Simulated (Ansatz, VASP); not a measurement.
**NaH in VASP and in Ansatz**

```
Na H
1.0
     0.00000    2.39703    2.56482
     2.39703    0.00000    2.56482
     2.39703    2.39703    0.00000
Na H
1 1
Direct
  0.00000 0.00000 0.00000
  0.50000 0.50000 0.50000
```

Change from the starting cell: engineering shear strain xy +0.0000, normal strain along z +0.0700.

Alike in both runs: task single point; functional r2SCAN; k mesh 8 × 8 × 8; occupations fermi-dirac, width 0.2 eV; no spin polarisation.

```csv
,VASP,Ansatz
version,VASP 6.6.1,Ansatz 0.2.0
potentials or method,"VASP PAW PBE potentials, release 64 (Na_pv, H), cutoff 520 eV","scalar-relativistic, plane waves, PAW"
valence electrons in the cell,8,10
```

Ansatz gave:

```
gap on the k mesh at the Fermi level (eV)                     : 4.23
least direct gap on the mesh (eV)                             : 4.96
pressure (GPa)                                                : -1.3
traceless stress, the component that is largest in VASP (GPa) : -1.14
```

Question: Which values does VASP return?

Answer: gap on the k mesh at the Fermi level (eV): 4.25; least direct gap on the mesh (eV): 4.97; pressure (GPa): -1.5; traceless stress, the component that is largest in VASP (GPa): -1.14.

VASP's potentials were made for PBE, not for r2SCAN. VASP's potentials hold 8 valence electrons a cell and Ansatz's 10, so a difference there can come from the potentials and not from the codes.
